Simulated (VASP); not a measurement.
A run of VASP 6.6.1 is set up as follows.

INCAR

```
SYSTEM = Ta3Br
PREC = Accurate
ENCUT = 500
EDIFF = 1E-7
ISMEAR = 0
SIGMA = 0.1
LREAL = .False.
LASPH = .True.
NELM = 120
ALGO = Normal
ISIF = 3
LWAVE = .False.
LCHARG = .False.
GGA = PE
IBRION = 2
NSW = 100
EDIFFG = -0.01
GGA_COMPAT = .False.
NELMIN = 4
```

File KPOINTS:

```
Automatic mesh
0
Gamma
  12 12 12
  0 0 0
```

Contents of POSCAR:

```
Ta3Br
1.0
    4.2296978741      0.0000000000      0.0000000000
    0.0000000000      4.2296978741      0.0000000000
    0.0000000000      0.0000000000      4.2296978741
Ta Br
3 1
Direct
    0.0000000000      0.5000000000      0.5000000000
    0.5000000000      0.0000000000      0.5000000000
    0.5000000000      0.5000000000      0.0000000000
    0.0000000000      0.0000000000      0.0000000000
```

Potentials or basis: VASP PAW PBE potentials, release 64 (Ta_pv, Br).

The run is started by

```sh
$ cat potpaw_PBE.64/Ta_pv/POTCAR potpaw_PBE.64/Br/POTCAR > POTCAR
$ mpirun -np 1 vasp_std > vasp.out
```

Problem. What does it give for the space group after relaxing (to 0.1 Å)?

Solution. Pm-3m (No. 221).

Problem. Estimate the relaxed cell.

Solution. a = 4.220 Å, b = 4.220 Å, c = 4.220 Å, α = 90.00°, β = 90.00°, γ = 90.00°.

Final structure:
```
CELL_PARAMETERS angstrom
4.21979 0.00000 0.00000
0.00000 4.21979 0.00000
0.00000 0.00000 4.21979
ATOMIC_POSITIONS crystal
Ta 0.00000 0.50000 0.50000
Ta 0.50000 0.00000 0.50000
Ta 0.50000 0.50000 0.00000
Br 0.00000 0.00000 0.00000
```
